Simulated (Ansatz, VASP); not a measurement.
## NaH: VASP beside Ansatz

```xyz
2
Lattice="0.0000 2.4936 2.3479 2.4936 0.0000 2.3479 2.4936 2.4936 0.0000" Properties=species:S:1:pos:R:3 pbc="T T T"
Na    0.0000    0.0000    0.0000
H     2.4936    2.4936    2.3479
```

Alike in both runs: task single point; functional r2SCAN; k mesh 10 × 10 × 10; occupations fermi-dirac, width 0.2 eV; no spin polarisation.

|  | VASP | Ansatz |
| --- | --- | --- |
| version | VASP 6.6.1 | Ansatz 0.2.0 |
| potentials or method | VASP PAW PBE potentials, release 64 (Na_pv, H), cutoff 520 eV | scalar-relativistic, plane waves, PAW |
| valence electrons in the cell | 8 | 10 |

```csv
,VASP,Ansatz,Ansatz less VASP
gap on the k mesh at the Fermi level (eV),4.27,4.26,-0.011
least direct gap on the mesh (eV),5.13,5.12,-0.013
pressure (GPa),-1.2,-1.1,+0.11
"traceless stress, the component that is largest in VASP (GPa)",1.27,1.23,-0.040
```

VASP's potentials were made for PBE, not for r2SCAN. VASP's potentials hold 8 valence electrons a cell and Ansatz's 10, so a difference there can come from the potentials and not from the codes.
